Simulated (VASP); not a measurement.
# Na2V2Te3 (P4/mmm) in VASP: relaxation of cell and atoms with PBE

Aim: the relaxation of cell and atoms of Na2V2Te3 with PBE.

All numbers are computed with VASP 6.6.1; they aren't measurements. Logs are shortened: lines on timing, memory, paths and dates and some standing lists are left out, and cuts for length are marked.

**1. The cell of the first run**

It takes space group P4/mmm (No. 123, tetragonal). Conventional cell: a = 5.135 Å, b = 5.135 Å, c = 7.545 Å, α = 90.00°, β = 90.00°, γ = 90.00°. Na (site symmetry mmm) has 6 Te at 2.57 to 3.18 Å within 3.4 Å. Within 4.2 Å of V (site symmetry mmm) lie 4 Te at 3.19 Å and 4 V at 3.63 Å and 2 Na at 3.77 Å. Within 4.2 Å of Te (site symmetry 4mm) lie 4 Na at 3.18 Å and 4 V at 3.19 Å and 6 Te at 3.75 to 4.09 Å. Within 3.4 Å of Te (site symmetry 4/mmm) lie 4 Na at 2.57 Å.

The cell was generated, and may not be a known phase.

**2. Relaxation of cell and atoms, PBE, collinear spin, ferromagnetic start**

INCAR reads:

```
PREC = Accurate
ENCUT = 600
EDIFF = 1E-6
ISMEAR = 0
SIGMA = 0.2
LREAL = F
LASPH = T
NELM = 150
ALGO = Normal
ISIF = 3
LWAVE = F
LCHARG = F
ISPIN = 2
MAGMOM = 0 0 2 2 0 0 0
LORBIT = 11
LMAXMIX = 4
GGA = PE
IBRION = 2
NSW = 36
EDIFFG = -0.08
```

KPOINTS reads:

```
regular mesh
0
Gamma
  3 3 2
```

POSCAR reads:

```
Na2V2Te3
1.0
    5.1352826800      0.0000000000      0.0000000000
    0.0000000000      5.1352826800      0.0000000000
    0.0000000000      0.0000000000      7.5446803100
Na V Te
2 2 3
Direct
    0.0000000000      0.5000000000      0.0000000000
    0.5000000000      0.0000000000      0.0000000000
    0.0000000000      0.5000000000      0.5000000000
    0.5000000000      0.0000000000      0.5000000000
    0.5000000000      0.5000000000      0.2487687500
    0.5000000000      0.5000000000      0.7512312500
    0.0000000000      0.0000000000      0.0000000000
```

Potentials or basis: VASP PAW PBE potentials, release 64 (Na_pv, V_sv, Te).

Started as:

```bash
$ cat potpaw_PBE.64/Na_pv/POTCAR potpaw_PBE.64/V_sv/POTCAR potpaw_PBE.64/Te/POTCAR > POTCAR
$ mpirun -np 1 vasp_std > vasp.out
```

OUTCAR:

```text
PREC = Accurate
   ENCUT = 600
   EDIFF = 1E-6
   ISMEAR = 0
   LREAL = F
   LASPH = T
   NELM = 150
   ISIF = 3
   ISPIN = 2
   LORBIT = 11
   GGA = PE
   IBRION = 2
   NSW = 36
   EDIFFG = -0.08

 ion  position               nearest neighbor table
   1  0.000  0.500  0.000-   7 2.57   7 2.57   6 3.18   6 3.18   5 3.18   5 3.18
   2  0.500  0.000  0.000-   7 2.57   7 2.57   6 3.18   6 3.18   5 3.18   5 3.18
   3  0.000  0.500  0.500-   5 3.19   5 3.19   6 3.19   6 3.19
   4  0.500  0.000  0.500-   5 3.19   5 3.19   6 3.19   6 3.19
   5  0.500  0.500  0.249-   1 3.18   2 3.18   2 3.18   1 3.18   3 3.19   4 3.19   4 3.19   3 3.19

   6  0.500  0.500  0.751-   1 3.18   2 3.18   2 3.18   1 3.18   3 3.19   4 3.19   4 3.19   3 3.19

   7  0.000  0.000  0.000-   1 2.57   2 2.57   1 2.57   2 2.57

  LATTYP: Found a simple tetragonal cell.
 ALAT       =     5.1352826800
 C/A-ratio  =     1.4691850050

  Lattice vectors:

 A1 = (   5.1352826800,   0.0000000000,   0.0000000000)
 A2 = (   0.0000000000,   5.1352826800,   0.0000000000)
 A3 = (   0.0000000000,   0.0000000000,   7.5446803100)

Analysis of symmetry for initial positions (statically):
=====================================================================
 Subroutine PRICEL returns:
 Original cell was already a primitive cell.

 Routine SETGRP: Setting up the symmetry group for a
 simple tetragonal supercell.

 Subroutine GETGRP returns: Found 16 space group operations
 (whereof 16 operations were pure point group operations)
 out of a pool of 16 trial point group operations.

The static configuration has the point symmetry D_4h.

Analysis of symmetry for dynamics (positions and initial velocities):
=====================================================================
 Subroutine PRICEL returns:
 Original cell was already a primitive cell.

 Routine SETGRP: Setting up the symmetry group for a
 simple tetragonal supercell.

 Subroutine GETGRP returns: Found 16 space group operations
 (whereof 16 operations were pure point group operations)
 out of a pool of 16 trial point group operations.

The dynamic configuration has the point symmetry D_4h.

Analysis of structural, dynamic, and magnetic symmetry:
=====================================================================
 Subroutine PRICEL returns:
 Original cell was already a primitive cell.

 Routine SETGRP: Setting up the symmetry group for a
 simple tetragonal supercell.

 Subroutine GETGRP returns: Found 16 space group operations
 (whereof 16 operations were pure point group operations)
[... 115 lines left out ...]
  Fermi-wavevector in a.u.,A,eV,Ry     =   1.085495  2.051287 16.031723  1.178298
  Thomas-Fermi vector in A             =   2.221609
   LORBIT       =     11    0 simple, 1 ext, 2 COOP (PROOUT), +10 PAW based schemes
   GGA     = PE    functional components
   LHFCALC =     F    Hartree Fock is set to
   AEXX    =    0.0000 exact exchange contribution
   IVDW    =     0    specifies the selected vdW correction
   LEPSILON=     F    determine dielectric tensor
   LRPA    =     F    only Hartree local field effects (RPA)
 conjugate gradient relaxation of ions
 spin polarized calculation
 Gauss-broadening in eV      SIGMA  =   0.20
  energy-cutoff  :      600.00
  volume of cell :      198.96
 maximum number of plane-waves:      6651
 NGX is ok and might be reduce to    42
   NGX = 21   NGY = 21   NGZ = 31

--------------------------------------- Ionic step        1  -------------------------------------------

 number of electron      58.0000012 magnetization       6.1969127

 Free energy of the ion-electron system (eV)
  ---------------------------------------------------
  ext. energy  EPLUGINS =         0.00000000
  ---------------------------------------------------
  free energy    TOTEN  =       -27.46947809 eV

  energy without entropy =      -27.33137055  energy(sigma->0) =      -27.40042432

------------------------ aborting loop because EDIFF is reached ----------------------------------------

  FORCE on cell =-STRESS in cart. coord.  units (eV):
  Direction    XX          YY          ZZ          XY          YZ          ZX
  --------------------------------------------------------------------------------------
  -------------------------------------------------------------------------------------
  Total        3.6976452      3.6976452     -3.1363402      0.0000000      0.0000000      0.0000000
  in kB       29.7759940     29.7759940    -25.2559779      0.0000000      0.0000000      0.0000000
  external PRESSURE =      11.4320034 kB  Pullay stress =       0.0000000 kB
[... 315 lines left out ...]
--------------------------------------- Ionic step        9  -------------------------------------------

 number of electron      57.9999980 magnetization       6.9680671

 Free energy of the ion-electron system (eV)
  ---------------------------------------------------
  ext. energy  EPLUGINS =         0.00000000
  ---------------------------------------------------
  free energy    TOTEN  =       -28.35080969 eV

  energy without entropy =      -28.22482320  energy(sigma->0) =      -28.28781645

 E-fermi :   4.2277     XC(G=0):  -8.7752

 val. band max:        4.0700375325   @ k =   0.3333   0.0000   0.0000
 cond. band min:       4.2439439479   @ k =   0.3333   0.3333   0.0000
 fundamental gap:      0.1739064154
 Fermi energy:         4.2276837589

 spin component 1

 k-point     1 :       0.0000    0.0000    0.0000
  band No.  band energies     occupation
      1     -60.6822      1.00000
      2     -60.6811      1.00000
      3     -34.6677      1.00000
      4     -34.6677      1.00000
      5     -34.5669      1.00000
      6     -34.5669      1.00000
[... 223 lines left out ...]
     35       4.5444      0.01256
     36       5.2290      0.00000
 Fermi energy:         4.2276837589

 spin component 2

 k-point     1 :       0.0000    0.0000    0.0000
  band No.  band energies     occupation
      1     -57.8215      1.00000
      2     -57.8203      1.00000
      3     -32.0449      1.00000
      4     -32.0449      1.00000
      5     -31.6281      1.00000
      6     -31.6255      1.00000
[... 257 lines left out ...]
  FREE ENERGIE OF THE ION-ELECTRON SYSTEM (eV)
  ---------------------------------------------------
  free  energy   TOTEN  =       -28.3508096864 eV

  energy  without entropy=      -28.2248232045  energy(sigma->0) =      -28.28781645

 reached required accuracy - stopping structural energy minimisation

 total charge

# of ion       s       p       d       tot
------------------------------------------
    1        0.094   6.011   0.000   6.105
    2        0.094   6.011   0.000   6.105
    3        2.139   6.029   3.093  11.261
    4        2.139   6.029   3.093  11.261
    5        1.381   1.945   0.032   3.358
    6        1.381   1.945   0.032   3.358
    7        1.367   2.140   0.006   3.513
--------------------------------------------------
tot          8.596  30.111   6.255  44.961

 magnetization (x)

# of ion       s       p       d       tot
------------------------------------------
    1        0.001   0.002   0.000   0.004
    2        0.001   0.002   0.000   0.004
    3        0.053   0.023   2.857   2.933
    4        0.053   0.023   2.857   2.933
    5       -0.001  -0.089   0.009  -0.080
    6       -0.001  -0.089   0.009  -0.080
    7        0.002  -0.096   0.001  -0.093
--------------------------------------------------
tot          0.110  -0.224   5.734   5.620
```

OSZICAR:

```text
N       E                     dE             d eps       ncg     rms          rms(c)
DAV:   1     0.663687475416E+03    0.66369E+03   -0.31436E+04   936   0.172E+03
DAV:   2     0.291234673751E+02   -0.63456E+03   -0.62375E+03   888   0.477E+02
[... 116 lines left out ...]
DAV:   4    -0.283510139263E+02    0.21519E-03   -0.56786E-03  1164   0.300E-01    0.155E-01
DAV:   5    -0.283508415332E+02    0.17239E-03   -0.53081E-04  1012   0.155E-01    0.640E-02
DAV:   6    -0.283508199298E+02    0.21603E-04   -0.50524E-05  1308   0.353E-02    0.403E-02
DAV:   7    -0.283508140335E+02    0.58962E-05   -0.16886E-05   952   0.265E-02    0.229E-02
DAV:   8    -0.283508099457E+02    0.40878E-05   -0.79916E-06   944   0.186E-02    0.764E-03
DAV:   9    -0.283508096864E+02    0.25928E-06   -0.11661E-06   688   0.695E-03
   9 F= -.28350810E+02 E0= -.28287816E+02  d E =-.888114E-02  mag=     6.9680
```

It took 34 min on 1 thread of Intel Xeon 8259CL, shared host; peak memory 0.45 GiB.

Results:

```yaml
Free_energy: -28.3508 eV
Relaxed_volume: 28.54 Å³/atom
Relaxed_cell: a = 5.341 Å, b = 5.341 Å, c = 7.004 Å, α = 90.00°, β = 90.00°, γ = 90.00°
Space_group_after_relaxing_to_0.1_Å: P4/mmm (No. 123)
Energy_gained_by_relaxing: 125.9 meV/atom
Ionic_steps: 9
Pressure_after_relaxing: 0.1 GPa
Largest_force_after_relaxing: 0.014 eV/Å
Net_moment: 6.97 μB per cell
Site_moments: Na +0.00; V +2.93; Te -0.08, -0.09 (each value once) μB
Valence_electrons_inside_the_program's_atomic_spheres: Na 6.11; V 11.26; Te 3.36, 3.51 (each value once)
```

Forces on the atoms (eV/Å):
```
Na   0.000  0.000  0.000
Na   0.000  0.000  0.000
V    0.000  0.000  0.000
V    0.000  0.000  0.000
Te   0.000  0.000 -0.014
Te   0.000  0.000  0.014
Te   0.000  0.000  0.000
```

The path:
| step | energy change (eV) | largest force (eV/Å) | pressure (GPa) | volume (Å³) |
| --- | --- | --- | --- | --- |
| 1 | 0.0000 | 2.2247 | 1.14 | 198.96 |
| 2 | -0.5606 | 1.3642 | -0.37 | 204.71 |
| 3 | -0.8270 | 0.1182 | -1.44 | 211.69 |
| 4 | -0.8272 | 0.2100 | -1.41 | 211.29 |
| 5 | -0.8719 | 0.3002 | -0.07 | 202.09 |
| 6 | -0.8725 | 0.2442 | -0.21 | 202.96 |
| 7 | -0.8791 | 0.1302 | -0.07 | 201.39 |
| 8 | -0.8809 | 0.0312 | 0.15 | 199.18 |
| 9 | -0.8813 | 0.0136 | 0.10 | 199.79 |

Final structure:
```xyz
7
Lattice="5.3408 0.0000 0.0000 0.0000 5.3408 0.0000 0.0000 0.0000 7.0044" Properties=species:S:1:pos:R:3 pbc="T T T"
Na    0.0000    2.6704    0.0000
Na    2.6704    0.0000    0.0000
V     0.0000    2.6704    3.5022
V     2.6704    0.0000    3.5022
Te    2.6704    2.6704    1.9576
Te    2.6704    2.6704    5.0468
Te    0.0000    0.0000    0.0000
```

Levels at points of the mesh, in eV from the Fermi level:
Spin up:
```tsv
k point	band 29	band 30	band 31	band 32	band 33	band 34	band 35	band 36
(0.00, 0.00, 0.00)	-0.54	-0.31	-0.30	-0.30	0.24	0.94	0.95	1.36
(0.00, 0.00, 0.50)	-0.61	-0.30	-0.23	-0.23	0.14	0.24	1.35	1.35
```
Spin down:
```
           k point  band 23  band 24  band 25  band 26  band 27  band 28
(0.00, 0.00, 0.00)    -1.43    -0.99    -0.99     0.08     0.98     1.01
(0.00, 0.00, 0.50)    -1.81    -1.44    -0.79    -0.79     1.03     1.33
```

Caveat: the k points lie up to 0.45 Å⁻¹ apart in the final cell; spin-orbit coupling is left out, which moves the levels of the heavy elements.
